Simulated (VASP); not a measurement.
# Cu (I4/mmm) in VASP: further runs, part 2 of 2

VASP 6.6.1. The steps go on from the part before.

## 5. Single point, PBE (volume 11.358 Å^3 an atom, c/a of the conventional cell 1.0166)

INCAR reads:

```
SYSTEM = Cu
  PREC = Accurate
  ENCUT = 520
  EDIFF = 1E-6
  ISMEAR = 0
  SIGMA = 0.15
  LREAL = .False.
  LASPH = .True.
  NELM = 60
  ALGO = Normal
  ISIF = 2
  LWAVE = .False.
  LCHARG = .False.
  GGA = PE
  NBANDS = 12
```

KPOINTS reads:

```
regular mesh
0
Gamma
  24 24 24
  0 0 0
```

POSCAR reads:

```
Cu
1.0
   -1.4083067339      1.4083067339      1.4316846257
    1.4083067339     -1.4083067339      1.4316846257
    1.4083067339      1.4083067339     -1.4316846257
Cu
1
Direct
    0.0000000000      0.0000000000      0.0000000000
```

Potentials or basis: VASP PAW PBE potentials, release 64 (Cu).

Run with:

```bash
> cat potpaw_PBE.64/Cu/POTCAR > POTCAR
> mpirun -np 1 vasp_std > vasp.out
```

OUTCAR:

```text
SYSTEM = Cu
   PREC = Accurate
   ENCUT = 520
   EDIFF = 1E-6
   ISMEAR = 0
   LREAL = .False.
   LASPH = .True.
   NELM = 60
   ISIF = 2
   GGA = PE

 ion  position               nearest neighbor table
   1  0.000  0.000  0.000-

  LATTYP: Found a body centered tetragonal cell.
 ALAT       =     2.8166134678
 C/A-ratio  =     1.0166000000

  Lattice vectors:

 A1 = (  -1.4083067339,   1.4083067339,   1.4316846257)
 A2 = (   1.4083067339,  -1.4083067339,   1.4316846257)
 A3 = (   1.4083067339,   1.4083067339,  -1.4316846257)

Analysis of symmetry for initial positions (statically):
=====================================================================
 Subroutine PRICEL returns:
 Original cell was already a primitive cell.

 Routine SETGRP: Setting up the symmetry group for a
 body centered tetragonal supercell.

 Subroutine GETGRP returns: Found 16 space group operations
 (whereof 16 operations were pure point group operations)
 out of a pool of 16 trial point group operations.

The static configuration has the point symmetry D_4h.

Analysis of symmetry for dynamics (positions and initial velocities):
=====================================================================
 Subroutine PRICEL returns:
 Original cell was already a primitive cell.

 Routine SETGRP: Setting up the symmetry group for a
 body centered tetragonal supercell.

 Subroutine GETGRP returns: Found 16 space group operations
 (whereof 16 operations were pure point group operations)
 out of a pool of 16 trial point group operations.

The dynamic configuration has the point symmetry D_4h.

 Subroutine INISYM returns: Found 16 space group operations
 (whereof 16 operations are pure point group operations),
 and found     1 'primitive' translations

----------------------------------------------------------------------------------------

                                     Primitive cell
[... 109 lines left out ...]
     AMIX_MAG =   1.60;   BMIX_MAG =  1.00
  volume/ion in A,a.u.               =      11.36        76.65
  Fermi-wavevector in a.u.,A,eV,Ry     =   1.619714  3.060816 35.694540  2.623475
  Thomas-Fermi vector in A             =   2.713770
   LORBIT       =      0    0 simple, 1 ext, 2 COOP (PROOUT), +10 PAW based schemes
   GGA     = PE    functional components
   LHFCALC =     F    Hartree Fock is set to
   AEXX    =    0.0000 exact exchange contribution
   IVDW    =     0    specifies the selected vdW correction
   LEPSILON=     F    determine dielectric tensor
   LRPA    =     F    only Hartree local field effects (RPA)
 non-spin polarized calculation
 Gauss-broadening in eV      SIGMA  =   0.15
  energy-cutoff  :      520.00
  volume of cell :       11.36
 maximum number of plane-waves:       329
   NGX =  9   NGY =  9   NGZ =  9

 number of electron      10.9999995 magnetization

 Free energy of the ion-electron system (eV)
  ---------------------------------------------------
  ext. energy  EPLUGINS =         0.00000000
  ---------------------------------------------------
  free energy    TOTEN  =        -3.67389360 eV

  energy without entropy =       -3.66948482  energy(sigma->0) =       -3.67168921

 E-fermi :   8.0875     XC(G=0): -12.9560

 val. band max:        8.0843454193   @ k =   0.5000   0.1250   0.0417
 cond. band min:       8.0938673443   @ k =   0.2500   0.1250   0.1250
 fundamental gap:      0.0095219249
 Fermi energy:         8.0874523901

 k-point     1 :       0.0000    0.0000    0.0000
  band No.  band energies     occupation
      1      -1.5673      2.00000
      2       4.8265      2.00000
      3       4.8265      2.00000
      4       4.8918      2.00000
      5       5.8824      2.00000
      6       5.9507      2.00000
      7      33.2792      0.00000
      8      33.6301      0.00000
      9      33.6301      0.00000
     10      37.1790      0.00000
     11      37.4984      0.00000
     12      37.6315      0.00000
[... 331 lines left out ...]
 k-point    24 :       0.4583    0.0417    0.0000
  band No.  band energies     occupation
      1       2.8428      2.00000
      2       4.1292      2.00000
      3       5.8428      2.00000
      4       5.9556      2.00000
      5       6.4998      2.00000
      6       7.5551      2.00000
      7      12.7370      0.00000
      8      25.3903      0.00000
      9      26.1800      0.00000
     10      30.5724      0.00000
     11      33.6181      0.00000
     12      41.9052      0.00000

 [... further k-points ...]
[... 5 lines left out ...]
  --------------------------------------------------------------------------------------
  -------------------------------------------------------------------------------------
  Total        0.6588642      0.6588642      0.6704939      0.0000000      0.0000000      0.0000000
  in kB       92.9404172     92.9404172     94.5809282      0.0000000      0.0000000      0.0000000
  external PRESSURE =      93.4872542 kB  Pullay stress =       0.0000000 kB

 VOLUME and BASIS-vectors are now :
 -----------------------------------------------------------------------------
  energy-cutoff  :      520.00
  volume of cell :       11.36
      direct lattice vectors                 reciprocal lattice vectors
    -1.408306734  1.408306734  1.431684626     0.000000000  0.355036291  0.349238925
     1.408306734 -1.408306734  1.431684626     0.355036291  0.000000000  0.349238925
     1.408306734  1.408306734 -1.431684626     0.355036291  0.355036291  0.000000000

 POSITION                                       TOTAL-FORCE (eV/Angst)
 -----------------------------------------------------------------------------------
      0.00000      0.00000      0.00000        -0.000000      0.000000     -0.000000
 -----------------------------------------------------------------------------------
    total drift:                                0.000000      0.000000      0.000000

  FREE ENERGIE OF THE ION-ELECTRON SYSTEM (eV)
  ---------------------------------------------------
  free  energy   TOTEN  =        -3.6738935984 eV

  energy  without entropy=       -3.6694848170  energy(sigma->0) =       -3.67168921
```

OSZICAR:

```text
N       E                     dE             d eps       ncg     rms          rms(c)
DAV:   1     0.430519818305E+02    0.43052E+02   -0.53984E+03 28200   0.155E+03
DAV:   2    -0.326544630424E+01   -0.46317E+02   -0.42822E+02 26296   0.207E+02
DAV:   3    -0.457861259741E+01   -0.13132E+01   -0.13048E+01 29524   0.397E+01
DAV:   4    -0.458643913429E+01   -0.78265E-02   -0.78255E-02 28772   0.272E+00
DAV:   5    -0.458651102593E+01   -0.71892E-04   -0.71891E-04 29588   0.264E-01    0.763E+00
DAV:   6    -0.400905439130E+01    0.57746E+00   -0.13280E+01 29720   0.703E+01    0.361E+00
DAV:   7    -0.368882769761E+01    0.32023E+00   -0.20427E+00 29956   0.274E+01    0.680E-01
DAV:   8    -0.367460142493E+01    0.14226E-01   -0.73240E-03 34268   0.826E-01    0.197E-01
DAV:   9    -0.367389028169E+01    0.71114E-03   -0.41523E-03 33320   0.112E+00    0.282E-02
DAV:  10    -0.367389517341E+01   -0.48917E-05   -0.33869E-05 35664   0.925E-02    0.856E-03
DAV:  11    -0.367389346057E+01    0.17128E-05   -0.12964E-06 19596   0.221E-02    0.304E-04
DAV:  12    -0.367389359845E+01   -0.13788E-06   -0.76570E-08 13728   0.307E-03
   1 F= -.36738936E+01 E0= -.36716892E+01  d E =-.440878E-02
```

Run time: 71 s. Hardware: 1 thread of Intel Xeon 6975P-C, shared host; peak memory 0.24 GiB.

What came out:

| Quantity | Value |
| --- | --- |
| Free energy | -3.6739 eV |
| Pressure | 9.3 GPa |

## 6. Single point, PBE (volume 13.278 Å^3 an atom, c/a of the conventional cell 1.0583)

INCAR reads:

```
PREC = Accurate
ENCUT = 520
EDIFF = 1E-6
ISMEAR = 0
SIGMA = 0.15
LREAL = F
LASPH = T
NELM = 100
ALGO = Fast
ISIF = 2
LWAVE = F
LCHARG = F
GGA = PE
NBANDS = 12
```

KPOINTS reads:

```
regular mesh
0
Gamma
  24 24 24
```

POSCAR reads:

```
Cu
1.0
   -1.4638209518      1.4638209518      1.5491617133
    1.4638209518     -1.4638209518      1.5491617133
    1.4638209518      1.4638209518     -1.5491617133
Cu
1
Direct
    0.0000000000      0.0000000000      0.0000000000
```

Potentials or basis: VASP PAW PBE potentials, release 64 (Cu).

Run with:

```bash
> cat potpaw_PBE.64/Cu/POTCAR > POTCAR
> mpirun -np 1 vasp_std > vasp.out
```

Run time: 2.6 min. Hardware: 1 thread of AMD EPYC 7R43 (Zen 3), shared host; peak memory 0.23 GiB.

Results (log left out):

```yaml
Free_energy: -3.6520 eV
Pressure: -10.2 GPa
```

Stress tensor (GPa, compression positive):
```
-10.47   0.00   0.00
  0.00 -10.47   0.00
  0.00   0.00  -9.53
```

Levels at points of the mesh, in eV from the Fermi level:
```
           k point  band 4  band 5  band 6  band 7  band 8  band 9
(0.00, 0.00, 0.00)   -2.64   -2.01   -1.84   23.22   24.01   24.01
(0.50, 0.00, 0.00)   -1.81   -1.32   -0.42    3.58   16.67   17.02
(0.50, 0.50, 0.00)   -1.77   -1.29   -0.04    4.13   15.22   15.62
(0.50, 0.50, 0.50)   -1.43   -1.43    6.45    8.36    8.36   11.78
```

## 7. The runs side by side

| cell | gap on the mesh (eV) | pressure (GPa) |
| --- | --- | --- |
| a = 2.453 Å, angles 108.8, 108.8, 110.8°, 1 atom | none | 9.4 |
| a = 2.454 Å, angles 111.0, 111.0, 106.4°, 1 atom | none | 9.4 |
| a = 2.455 Å, angles 107.8, 107.8, 112.9°, 1 atom | none | 9.7 |
| a = 2.453 Å, angles 109.9, 109.9, 108.6°, 1 atom | none | 9.3 |
| a = 2.586 Å, angles 111.0, 111.0, 106.4°, 1 atom | none | -10.2 |

Alike in all rows: task single point; level PBE; potentials or basis VASP PAW PBE potentials, release 64 (Cu); no spin polarisation; k mesh 24 × 24 × 24; cutoff (eV) 520; smearing gaussian 0.15 eV.

Total energies depend on the potentials used, so only differences within one code and one set of settings carry meaning.
